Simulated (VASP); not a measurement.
VN2: single point with PBEsol

The system is VN2.

```xyz
6
Lattice="-2.1303 2.1303 2.4553 2.1303 -2.1303 2.4553 2.1303 2.1303 -2.4553" Properties=species:S:1:pos:R:3 pbc="T T T"
V     0.0000    0.0000    1.2276
V     0.0000    0.0000    3.6829
N     2.6171    0.4868    0.0000
N     1.6435    0.4868    2.4553
N    -0.4868    1.6435    2.4553
N     0.4868    1.6435    0.0000
```

| Item | Value |
| --- | --- |
| Program | VASP 6.6.1 |
| Task | single point |
| Functional | PBEsol |
| Potentials or basis | VASP PAW PBE potentials, release 64 (V_sv, N) |
| Cutoff | 520 eV |
| k mesh | 12 × 12 × 12 |
| Occupations | gaussian, width 0.1 eV |
| Spin | no spin polarisation |

```yaml
Pressure: 0.8 GPa
Largest_force: 0.085 eV/Å
Band_gap_on_the_k_mesh: zero (band 23 reaches 12.11 eV, above the bottom of band 24 at 11.70 eV)
```

Forces on the atoms (eV/Å):
```
V    0.000  0.000  0.000
V    0.000  0.000  0.000
N    0.060  0.060  0.000
N   -0.060  0.060  0.000
N   -0.060 -0.060  0.000
N    0.060 -0.060  0.000
```

Stress tensor (GPa, compression positive):
```
0.99 0.00 0.00
0.00 0.99 0.00
0.00 0.00 0.52
```

Levels at points of the mesh, in eV from the Fermi level:
| k point | band 21 | band 22 | band 23 | band 24 | band 25 | band 26 |
| --- | --- | --- | --- | --- | --- | --- |
| (0.00, 0.00, 0.00) | -2.80 | -2.71 | -2.71 | 0.79 | 0.95 | 0.95 |
| (0.50, 0.00, 0.00) | -3.31 | -3.31 | 0.17 | 0.17 | 0.77 | 0.77 |
| (0.50, 0.50, 0.00) | -2.92 | -2.76 | -1.41 | 0.01 | 0.84 | 1.16 |
| (0.50, 0.50, 0.50) | -2.19 | -0.29 | -0.21 | -0.18 | -0.05 | 0.02 |

It took 3 min on 1 thread of Intel(R) Xeon(R) Platinum 8488C (Sapphire Rapids) (shared host), peak memory 0.3 GiB.

Caveat: the PAW data sets were made with another functional, which shifts forces and pressure a little; the run has no spin polarisation, though such a crystal can be magnetic. With open d or f shells a metallic result of PBEsol can be an artefact of self-interaction; +U or a hybrid may open a gap.
